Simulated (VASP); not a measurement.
A run of VASP 6.6.1:

INCAR

```
SYSTEM = W
PREC     = Accurate       ! precision mode
ENCUT    = 520            ! plane-wave cutoff, eV
EDIFF    = 1E-6           ! SCF threshold, eV
ISMEAR   = -1             ! smearing method
SIGMA    = 0.05           ! smearing width, eV
LREAL    = .False.        ! projectors in reciprocal space
LASPH    = .True.         ! aspherical terms in the spheres
NELM     = 100            ! most SCF steps
ALGO     = Normal         ! electronic algorithm
ISIF     = 2              ! what is computed and relaxed
LWAVE    = .False.        ! write WAVECAR
LCHARG   = .True.         ! write CHGCAR
GGA      = PS             ! functional
LELF     = .True.         ! ELF
LVHAR    = .True.       
NBANDS   = 21             ! bands
```

File KPOINTS:

```
regular mesh
0
Gamma
  10 10 10
  0 0 0
```

File POSCAR:

```
W
1.0
    0.0000000000      2.7225927735      2.7225927735
    2.7225927735      0.0000000000      2.7225927735
    2.7225927735      2.7225927735      0.0000000000
W
2
Direct
   -0.1700000000     -0.1100000000     -0.1100000000
    0.1700000000      0.1100000000      0.1100000000
```

Potentials or basis: VASP PAW PBE potentials, release 64 (W_sv).

Run with:

```sh
$ cat potpaw_PBE.64/W_sv/POTCAR > POTCAR
$ mpirun -np 1 vasp_std > vasp.out
```

Hardware: 1 thread of Intel(R) Xeon(R) Platinum 8488C (Sapphire Rapids) (shared host).

How long does it take, and how much memory?

It took 2 min on 1 thread of Intel(R) Xeon(R) Platinum 8488C (Sapphire Rapids) (shared host), peak memory 0.22 GiB. Counts: scf iterations 11, k points 116.
